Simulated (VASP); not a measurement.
# Si6O11 (a cell with a defect) in VASP: a series of runs

Runs on Si6O11 (a cell with a defect). Level: PBE. Tasks: single point.

Program: VASP 6.6.1. These are calculated values, not measurements. Logs are shortened: lines on timing, memory, paths and dates and some standing lists are left out, and cuts for length are marked.

## 1. The cell of the first run

The cell holds a defect, 17 atoms: a = 5.021 Å, b = 5.509 Å, c = 8.696 Å, α = 90.00°, β = 90.00°, γ = 90.00°.

## 2. Single point, PBE

File INCAR:

```
  PREC = Accurate
  ENCUT = 520
  EDIFF = 1E-6
  ISMEAR = 0
  SIGMA = 0.05
  LREAL = Auto
  LASPH = True
  NELM = 100
  ALGO = Normal
  ISIF = 2
  LWAVE = False
  LCHARG = False
  GGA = PE
  NBANDS = 59
  NELECT = 88.0
```

File KPOINTS:

```
Automatic mesh
0
Gamma
  4 4 2
```

File POSCAR:

```
Si6O11
1.0
   -2.5103274377      4.3480146658      0.0000000000
    0.0000000000      0.0000000000      5.5092660079
    7.5309823132      4.3480146658      0.0000000000
Si O
6 11
Direct
    0.7617495765      0.3333333333      0.2382504235
    0.2617495765      0.3333333333      0.7382504235
    0.9765008470      0.6666666667      0.5000000000
    0.4765008470      0.6666666667      0.0000000000
    0.2617495765      0.0000000000      0.2617495765
    0.7617495765      0.0000000000      0.7617495765
    0.0486521033      0.2055717715      0.2072260374
    0.5486521033      0.2055717715      0.7072260374
    0.7865130045      0.5389051049      0.3720609296
    0.2865130045      0.5389051049      0.8720609296
    0.6648348922      0.8722384382      0.9207130329
    0.2865130045      0.7944282285      0.1279390704
    0.7865130045      0.7944282285      0.6279390704
    0.6648348922      0.4610948951      0.0792869671
    0.1648348922      0.4610948951      0.5792869671
    0.4807867090      0.1798726326      0.2666822263
    0.0486521033      0.1277615618      0.7927739626
```

Potentials or basis: VASP PAW PBE potentials, release 64 (Si, O).

Launch:

```sh
> cat potpaw_PBE.64/Si/POTCAR potpaw_PBE.64/O/POTCAR > POTCAR
> mpirun -np 1 vasp_std > vasp.out
```

OUTCAR:

```text
PREC = Accurate
   ENCUT = 520
   EDIFF = 1E-6
   ISMEAR = 0
   LREAL = Auto
   LASPH = True
   NELM = 100
   ISIF = 2
   GGA = PE
   NELECT = 88.0

 ion  position               nearest neighbor table
   1  0.762  0.333  0.238-  14 1.63   7 1.63   9 1.63  16 1.66   5 3.12   5 3.12   3 3.12   4 3.12

   2  0.262  0.333  0.738-  15 1.63   8 1.63  17 1.63  10 1.63   6 3.12   6 3.12   4 3.12   3 3.12

   3  0.977  0.667  0.500-  13 1.63   9 1.63  15 1.63   5 3.12   6 3.12   1 3.12   2 3.12
   4  0.477  0.667  0.000-  12 1.63  10 1.63  11 1.63  14 1.63   6 3.12   5 3.12   2 3.12   1 3.12

   5  0.262  0.000  0.262-  16 1.48  12 1.63   7 1.63   3 3.12   4 3.12   1 3.12   1 3.12
   6  0.762  0.000  0.762-  11 1.63  17 1.63  13 1.63   8 1.63   4 3.12   3 3.12   2 3.12   2 3.12

   7  0.049  0.206  0.207-   1 1.63   5 1.63
   8  0.549  0.206  0.707-   2 1.63   6 1.63
   9  0.787  0.539  0.372-   3 1.63   1 1.63
  10  0.287  0.539  0.872-   4 1.63   2 1.63
  11  0.665  0.872  0.921-   6 1.63   4 1.63
  12  0.287  0.794  0.128-   4 1.63   5 1.63
  13  0.787  0.794  0.628-   3 1.63   6 1.63
  14  0.665  0.461  0.079-   1 1.63   4 1.63
  15  0.165  0.461  0.579-   2 1.63   3 1.63
  16  0.481  0.180  0.267-   5 1.48   1 1.66
  17  0.049  0.128  0.793-   6 1.63   2 1.63

  LATTYP: Found a simple orthorhombic cell.
 ALAT       =     5.0206548755
 B/A-ratio  =     1.0973201992
 C/A-ratio  =     1.7320508076

  Lattice vectors:

 A1 = (  -2.5103274377,   4.3480146658,   0.0000000000)
 A2 = (   0.0000000000,   0.0000000000,   5.5092660079)
 A3 = (   7.5309823132,   4.3480146658,   0.0000000000)

Analysis of symmetry for initial positions (statically):
=====================================================================
 Subroutine PRICEL returns:
 Original cell was already a primitive cell.

 Routine SETGRP: Setting up the symmetry group for a
 simple orthorhombic supercell.

 Subroutine GETGRP returns: Found  1 space group operations
 (whereof  1 operations were pure point group operations)
 out of a pool of  8 trial point group operations.

The static configuration has the point symmetry C_1 .

Analysis of symmetry for dynamics (positions and initial velocities):
=====================================================================
 Subroutine PRICEL returns:
 Original cell was already a primitive cell.

 Routine SETGRP: Setting up the symmetry group for a
 simple orthorhombic supercell.

 Subroutine GETGRP returns: Found  1 space group operations
 (whereof  1 operations were pure point group operations)
 out of a pool of  8 trial point group operations.

The dynamic configuration has the point symmetry C_1 .

 Subroutine INISYM returns: Found  1 space group operations
 (whereof  1 operations are pure point group operations),
 and found     1 'primitive' translations

----------------------------------------------------------------------------------------

                                     Primitive cell

  volume of cell :     240.5332

  direct lattice vectors                    reciprocal lattice vectors
    -2.510327438  4.348014666  0.000000000    -0.099588602  0.172492518  0.000000000
     0.000000000  0.000000000  5.509266008     0.000000000  0.000000000  0.181512383
     7.530982313  4.348014666  0.000000000     0.099588602  0.057497506  0.000000000

  length of vectors
     5.020654875  5.509266008  8.696029332     0.199177204  0.181512383  0.114995012

  position of ions in fractional coordinates (direct lattice)
     0.761749577  0.333333333  0.238250423
     0.261749577  0.333333333  0.738250423
     0.976500847  0.666666667  0.500000000
     0.476500847  0.666666667  0.000000000
     0.261749577  0.000000000  0.261749577
     0.761749577  0.000000000  0.761749577
[... 9 lines left out ...]
     0.480786709  0.179872633  0.266682226
     0.048652103  0.127761562  0.792773963

  ion indices of the primitive-cell ions
   primitive index   ion index
                 1           1
                 2           2
                 3           3
                 4           4
[... 53 lines left out ...]
  ---------------------------------------------------
  ext. energy  EPLUGINS =         0.00000000
  ---------------------------------------------------
  free energy    TOTEN  =      -132.39591084 eV

  energy without entropy =     -132.38744627  energy(sigma->0) =     -132.39167856

 E-fermi :   0.6114     XC(G=0):  -8.5521

 val. band max:        0.5895364987   @ k =   0.0000   0.0000   0.0000
 cond. band min:       0.6472256669   @ k =   0.0000   0.2500   0.0000
 fundamental gap:      0.0576891682
 Fermi energy:         0.6114221083

 k-point     1 :       0.0000    0.0000    0.0000
  band No.  band energies     occupation
      1     -19.2208      2.00000
      2     -18.6246      2.00000
      3     -18.0797      2.00000
      4     -17.7364      2.00000
      5     -17.6375      2.00000
      6     -17.3234      2.00000
[... 48 lines left out ...]
     55      10.1850      0.00000
     56      10.7134      0.00000

 k-point     2 :       0.2500    0.0000    0.0000
  band No.  band energies     occupation
      1     -19.0921      2.00000
      2     -18.5805      2.00000
      3     -18.1345      2.00000
      4     -17.8361      2.00000
      5     -17.6653      2.00000
      6     -17.4649      2.00000
[... 48 lines left out ...]
     55      10.3622      0.00000
     56      10.7646      0.00000

 k-point     3 :       0.5000    0.0000    0.0000
  band No.  band energies     occupation
      1     -18.8705      2.00000
      2     -18.6296      2.00000
      3     -18.1418      2.00000
      4     -18.0302      2.00000
      5     -17.6713      2.00000
      6     -17.5004      2.00000
[... 936 lines left out ...]
 k-point    19 :       0.2500    0.5000    0.5000
  band No.  band energies     occupation
      1     -19.0122      2.00000
      2     -18.5156      2.00000
      3     -18.2122      2.00000
      4     -18.0326      2.00000
      5     -17.6962      2.00000
      6     -17.3786      2.00000
[... 48 lines left out ...]
     55      10.3781      0.00000
     56      10.6039      0.00000

 k-point    20 :       0.5000    0.5000    0.5000
  band No.  band energies     occupation
      1     -18.8010      2.00000
      2     -18.6193      2.00000
      3     -18.2499      2.00000
      4     -17.9368      2.00000
      5     -17.7557      2.00000
      6     -17.4615      2.00000
[... 48 lines left out ...]
     55      10.6531      0.00000
     56      10.6993      0.00000
 [bands above 56 left out]

------------------------ aborting loop because EDIFF is reached ----------------------------------------

  FORCE on cell =-STRESS in cart. coord.  units (eV):
  Direction    XX          YY          ZZ          XY          YZ          ZX
  --------------------------------------------------------------------------------------
  -------------------------------------------------------------------------------------
  Total      -16.4892145     -8.6438164    -12.6675552     -2.5780348      2.9231870      0.8203608
  in kB     -109.8336566    -57.5759361    -84.3778163    -17.1721332     19.4711714      5.4643737
  external PRESSURE =     -83.9291364 kB  Pullay stress =       0.0000000 kB

 VOLUME and BASIS-vectors are now :
 -----------------------------------------------------------------------------
  energy-cutoff  :      520.00
  volume of cell :      240.53
      direct lattice vectors                 reciprocal lattice vectors
    -2.510327438  4.348014666  0.000000000    -0.099588602  0.172492518  0.000000000
     0.000000000  0.000000000  5.509266008     0.000000000  0.000000000  0.181512383
     7.530982313  4.348014666  0.000000000     0.099588602  0.057497506  0.000000000

 POSITION                                       TOTAL-FORCE (eV/Angst)
 -----------------------------------------------------------------------------------
     -0.11798      4.34801      1.83642        -0.823127     -1.458764      0.289663
      4.90267      4.34801      1.83642         0.985301      1.164198     -0.155104
      1.31415      6.41985      3.67284         2.260549     -0.374455     -2.521733
     -1.19617      2.07183      3.67284        -1.022581     -0.136827     -0.729350
      1.31415      2.27618      0.00000        -1.201394     -4.773626     -2.418287
      3.82448      6.62420      0.00000         0.999134      0.475858      1.129564
[... 9 lines left out ...]
      0.80145      3.25001      0.99097        -1.566421      7.065057      2.683777
      5.84823      3.65853      0.70387        -0.349383     -0.155415      0.029927
 -----------------------------------------------------------------------------------
    total drift:                                0.003737     -0.006233     -0.001680

  FREE ENERGIE OF THE ION-ELECTRON SYSTEM (eV)
  ---------------------------------------------------
  free  energy   TOTEN  =      -132.3959108449 eV

  energy  without entropy=     -132.3874462655  energy(sigma->0) =     -132.39167856
```

It took 18 min on 1 thread of Intel Xeon 8259CL, shared host; peak memory 0.43 GiB.

Results:

| Property | Result |
| --- | --- |
| Free energy | -132.3959 eV |
| Largest force | 7.718 eV/Å |

Forces on the atoms (eV/Å):
```
Si  -0.823 -1.459  0.290
Si   0.985  1.164 -0.155
Si   2.261 -0.374 -2.522
Si  -1.023 -0.137 -0.729
Si  -1.201 -4.774 -2.418
Si   0.999  0.476  1.130
O    2.042 -1.924 -0.862
O   -0.293 -0.170 -0.143
O    0.151  0.740  1.090
O    0.003 -0.003  0.158
O    0.083 -0.033 -0.144
O    1.968  0.227  0.367
O   -1.741 -0.078 -0.068
O   -0.240  0.414  0.139
O   -1.255 -0.979  1.153
O   -1.566  7.065  2.684
O   -0.349 -0.155  0.030
```

Caveat: the cell carries a net charge on a neutralising background, which shifts energy and pressure; the cell differs from its parent crystal (atoms taken out, atom 16 moved 0.000 of the way to it and -0.500 Å across, host rigid); the cell is charged against a uniform background, so pressure and absolute levels hang on convention.

## 3. Single point, PBE

File INCAR:

```
PREC     = Accurate       # precision mode
ENCUT    = 520            # plane-wave cutoff, eV
EDIFF    = 1E-6           # SCF threshold, eV
ISMEAR   = 0              # smearing method
SIGMA    = 0.05           # smearing width, eV
LREAL    = Auto         
LASPH    = T              # aspherical terms in the spheres
NELM     = 100            # most SCF steps
ALGO     = Normal         # electronic algorithm
ISIF     = 2              # what is computed and relaxed
LWAVE    = F              # write WAVECAR
LCHARG   = F              # write CHGCAR
GGA      = PE             # functional
NELECT   = 88.0         
NBANDS   = 59             # bands
```

File KPOINTS:

```
regular mesh
0
Gamma
  4 4 2
```

POSCAR: that of step 2 with these lines changed.

```diff
@@ -23,3 +23,3 @@
     0.1648348922      0.4610948951      0.5792869671
-    0.4807867090      0.1798726326      0.2666822263
+    0.0659586951     -0.1206186492      0.4171366145
     0.0486521033      0.1277615618      0.7927739626
```

Potentials or basis: VASP PAW PBE potentials, release 64 (Si, O).

Launch:

```sh
> cat potpaw_PBE.64/Si/POTCAR potpaw_PBE.64/O/POTCAR > POTCAR
> mpirun -np 1 vasp_std > vasp.out
```

Run time: 18 min. Hardware: 1 thread of Intel Xeon 8259CL, shared host; peak memory 0.39 GiB.

Results (log left out):

- Free energy: -131.7428 eV
- Largest force: 12.970 eV/Å

Forces on the atoms (eV/Å):
```
Si  -0.812  0.855  2.287
Si   0.090 -0.073  0.126
Si   6.079  0.263 -7.101
Si  -1.399 -0.699  0.045
Si   2.606 -2.277 -1.727
Si  -0.052  0.082 -0.094
O   -0.158  0.093 -0.084
O   -0.127  0.010 -0.061
O   -0.206 -1.921 -1.998
O    0.294  0.244  0.157
O    0.487  0.089 -0.283
O    1.093  0.829  0.903
O    1.079 -0.174 -0.169
O    0.729  0.522 -1.180
O   -0.442 -0.228  0.360
O   -9.250  2.307  8.794
O   -0.011  0.077  0.027
```

Levels at points of the mesh, in eV from the Fermi level:
```tsv
k point	band 41	band 42	band 43	band 44	band 45	band 46	band 47	band 48
(0.00, 0.00, 0.00)	-0.69	-0.48	-0.34	-0.11	-0.03	3.92	6.38	6.68
(0.50, 0.00, 0.00)	-0.67	-0.65	-0.04	0.00	0.55	3.13	6.42	6.83
(0.00, 0.50, 0.00)	-0.81	-0.22	-0.13	-0.06	-0.02	3.60	6.76	7.10
(0.50, 0.50, 0.00)	-0.59	-0.53	-0.45	-0.40	0.39	3.37	6.44	6.63
(0.00, 0.00, 0.50)	-0.63	-0.47	-0.30	-0.15	-0.02	3.91	6.18	7.21
(0.50, 0.00, 0.50)	-0.61	-0.50	-0.05	-0.02	0.57	3.15	6.41	6.76
(0.00, 0.50, 0.50)	-0.77	-0.43	-0.21	-0.05	0.06	3.60	6.84	7.05
(0.50, 0.50, 0.50)	-0.63	-0.59	-0.30	-0.25	0.34	3.37	6.44	6.64
```

Caveat: the k points lie up to 0.36 Å⁻¹ apart; the cell carries a net charge on a neutralising background, which shifts energy and pressure; the cell differs from its parent crystal (atoms taken out, atom 16 moved 1.125 of the way to it and -0.375 Å across, host rigid); the cell is charged against a uniform background, so pressure and absolute levels hang on convention.

## 4. Single point, PBE

File INCAR:

```
SYSTEM = Si6O11
PREC     = Accurate       ! precision mode
ENCUT    = 520            ! plane-wave cutoff, eV
EDIFF    = 1E-6           ! SCF threshold, eV
ISMEAR   = 0              ! smearing method
SIGMA    = 0.05           ! smearing width, eV
LREAL    = Auto         
LASPH    = .True.         ! aspherical terms in the spheres
NELM     = 80             ! most SCF steps
ALGO     = Normal         ! electronic algorithm
ISIF     = 2              ! what is computed and relaxed
LWAVE    = .False.        ! write WAVECAR
LCHARG   = .True.         ! write CHGCAR
GGA      = PE             ! functional
LELF     = .True.         ! ELF
LVHAR    = .True.       
NELECT   = 88.0         
NBANDS   = 59             ! bands
```

File KPOINTS:

```
regular mesh
0
Gamma
  4 4 2
  0 0 0
```

POSCAR: that of step 3 with these lines changed.

```diff
@@ -23,3 +23,3 @@
     0.1648348922      0.4610948951      0.5792869671
-    0.0659586951     -0.1206186492      0.4171366145
+    0.1478685436     -0.1147337941      0.4141900988
     0.0486521033      0.1277615618      0.7927739626
```

Launch:

```sh
> cat potpaw_PBE.64/Si/POTCAR potpaw_PBE.64/O/POTCAR > POTCAR
> mpirun -np 1 vasp_std > vasp.out
```

Wall time 20 min (1 thread of Intel Xeon 8259CL, shared host); peak memory 0.39 GiB.

It converged, with:

* Free energy: -133.3809 eV
* Largest force: 2.755 eV/Å

Forces on the atoms (eV/Å):
```
Si  -1.106  0.865  2.370
Si   0.036 -0.142  0.149
Si   0.852  1.046 -0.121
Si  -1.303 -0.881  0.307
Si  -0.302 -2.098 -1.060
Si  -0.072  0.103 -0.062
O   -0.066  0.031 -0.055
O   -0.098  0.033 -0.076
O   -0.281 -1.180 -0.936
O    0.294  0.240  0.122
O    0.508  0.109 -0.303
O    0.579  0.806  0.943
O   -0.262 -0.107 -0.008
O    0.736  0.603 -1.238
O   -0.386 -0.291  0.350
O    0.858  0.772 -0.402
O    0.012  0.090  0.018
```

Levels at points of the mesh, in eV from the Fermi level:
```tsv
k point	band 41	band 42	band 43	band 44	band 45	band 46	band 47	band 48
(0.00, 0.00, 0.00)	-0.71	-0.54	-0.31	-0.16	-0.03	4.58	6.42	6.77
(0.50, 0.00, 0.00)	-0.69	-0.58	-0.04	-0.01	0.64	3.41	6.74	6.87
(0.00, 0.50, 0.00)	-0.90	-0.23	-0.17	-0.07	0.01	4.16	6.97	7.31
(0.50, 0.50, 0.00)	-0.57	-0.53	-0.49	-0.41	0.45	3.68	6.54	7.06
(0.00, 0.00, 0.50)	-0.64	-0.51	-0.33	-0.16	-0.02	4.57	6.20	7.16
(0.50, 0.00, 0.50)	-0.61	-0.55	-0.05	-0.01	0.64	3.42	6.73	6.77
(0.00, 0.50, 0.50)	-0.85	-0.39	-0.23	-0.03	0.04	4.17	7.06	7.24
(0.50, 0.50, 0.50)	-0.61	-0.55	-0.34	-0.31	0.41	3.67	6.55	7.04
```

Caveat: the k points lie up to 0.36 Å⁻¹ apart; the cell carries a net charge on a neutralising background, which shifts energy and pressure; the cell differs from its parent crystal (atoms taken out, atom 16 moved 1.000 of the way to it and -0.125 Å across, host rigid); the cell is charged against a uniform background, so pressure and absolute levels hang on convention.

## 5. Single point, PBE

File INCAR:

```
SYSTEM = Si6O11
ALGO     = Normal         ! electronic algorithm
EDIFF    = 1E-7           ! SCF threshold, eV
ENCUT    = 520            ! plane-wave cutoff, eV
GGA      = PE             ! functional
ISIF     = 2              ! what is computed and relaxed
ISMEAR   = 0              ! smearing method
LASPH    = .True.         ! aspherical terms in the spheres
LCHARG   = .False.        ! write CHGCAR
LREAL    = Auto         
LWAVE    = .False.        ! write WAVECAR
NBANDS   = 59             ! bands
NELECT   = 88.0         
NELM     = 80             ! most SCF steps
PREC     = Accurate       ! precision mode
SIGMA    = 0.05           ! smearing width, eV
```

File KPOINTS:

```
k-points
0
Gamma
  4 4 2
  0 0 0
```

POSCAR: that of step 4 with these lines changed.

```diff
@@ -23,3 +23,3 @@
     0.1648348922      0.4610948951      0.5792869671
-    0.1478685436     -0.1147337941      0.4141900988
+    0.2777555435     -0.0769085486      0.3952511994
     0.0486521033      0.1277615618      0.7927739626
```

Launch:

```sh
> cat potpaw_PBE.64/Si/POTCAR potpaw_PBE.64/O/POTCAR > POTCAR
> mpirun -np 1 vasp_std > vasp.out
```

It took 22 min on 1 thread of Intel Xeon 8259CL, shared host; peak memory 0.39 GiB.

The run converged. Its results:

```yaml
Free_energy: -127.5453 eV
Largest_force: 36.905 eV/Å
```

Forces in eV/Å, atoms in the order of the input:
```
Si   -2.171   1.092   2.514
Si    0.371   0.341  -0.001
Si    1.670   1.920  -0.834
Si   -1.053  -1.531   0.727
Si  -27.190 -19.746  10.006
Si    0.345   0.313   0.556
O     0.328  -0.456  -0.059
O    -0.129   0.034  -0.115
O    -0.320  -0.307   0.135
O     0.209   0.230   0.060
O     0.422   0.177  -0.373
O    -0.100   0.314   0.899
O    -1.836  -0.046  -0.129
O     0.924   0.914  -1.524
O    -1.012  -0.981   1.072
O    29.646  17.743 -12.973
O    -0.104  -0.010   0.039
```

Levels at points of the mesh, in eV from the Fermi level:
| k point | band 40 | band 41 | band 42 | band 43 | band 44 | band 45 | band 46 | band 47 | band 48 | band 49 |
| --- | --- | --- | --- | --- | --- | --- | --- | --- | --- | --- |
| (0.00, 0.00, 0.00) | -0.88 | -0.83 | -0.56 | -0.49 | -0.13 | -0.02 | 4.21 | 5.48 | 6.62 | 6.86 |
| (0.50, 0.00, 0.00) | -0.83 | -0.78 | -0.66 | -0.15 | -0.06 | 0.82 | 3.30 | 5.22 | 6.84 | 7.20 |
| (0.00, 0.50, 0.00) | -1.01 | -0.93 | -0.38 | -0.29 | -0.02 | 0.15 | 3.59 | 5.99 | 6.99 | 7.48 |
| (0.50, 0.50, 0.00) | -0.79 | -0.73 | -0.60 | -0.57 | -0.45 | 0.59 | 4.05 | 4.66 | 6.71 | 7.49 |
| (0.00, 0.00, 0.50) | -0.86 | -0.77 | -0.48 | -0.44 | -0.15 | -0.03 | 4.16 | 5.47 | 6.64 | 6.96 |
| (0.50, 0.00, 0.50) | -1.00 | -0.73 | -0.63 | -0.15 | -0.06 | 0.82 | 3.30 | 5.21 | 6.78 | 7.10 |
| (0.00, 0.50, 0.50) | -0.99 | -0.86 | -0.40 | -0.31 | 0.00 | 0.14 | 3.63 | 5.94 | 6.97 | 7.49 |
| (0.50, 0.50, 0.50) | -0.82 | -0.71 | -0.59 | -0.48 | -0.39 | 0.55 | 4.06 | 4.67 | 6.71 | 7.54 |

Caveat: the k points lie up to 0.36 Å⁻¹ apart; the cell carries a net charge on a neutralising background, which shifts energy and pressure; the cell differs from its parent crystal (atoms taken out, atom 16 moved 0.750 of the way to it and +0.125 Å across, host rigid); the cell is charged against a uniform background, so pressure and absolute levels hang on convention; atoms lie so close that the PAW spheres overlap strongly, which falsifies energies and pressures.
